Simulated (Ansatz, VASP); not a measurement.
**Two plane-wave programs on TlPbF3**

```
CELL_PARAMETERS angstrom
4.82597 0.00000 0.00000
0.00000 4.82597 0.00000
0.00000 0.00000 4.75893
ATOMIC_POSITIONS crystal
Tl 0.00000 0.00000 0.00000
Pb 0.50000 0.50000 0.50000
F 0.50000 0.50000 0.00000
F 0.50000 0.00000 0.50000
F 0.00000 0.50000 0.50000
```

Change from the starting cell: epitaxial_xy strain +1.0%.

Alike in both runs: task single point; functional r2SCAN; k mesh 6 × 6 × 6; no spin polarisation.

```csv
,VASP,Ansatz
version,VASP 6.6.1,Ansatz 0.2.0
potentials or method,"VASP PAW PBE potentials, release 64 (Tl_d, Pb_d, F)","plane waves, PAW"
plane-wave cutoff (eV),520,500
occupations,"gaussian, width 0.01 eV",fixed
valence electrons in the cell,48,48
```

```csv
,VASP,Ansatz,Ansatz less VASP
gap on the k mesh at the Fermi level (eV),1.92,1.91,-0.008
pressure (GPa),-0.8,-0.7,+0.05
"traceless stress, the component that is largest in VASP (GPa)",0.74,0.72,-0.020
```

VASP's potentials were made for PBE, not for r2SCAN.

Neither program's run includes spin-orbit coupling.
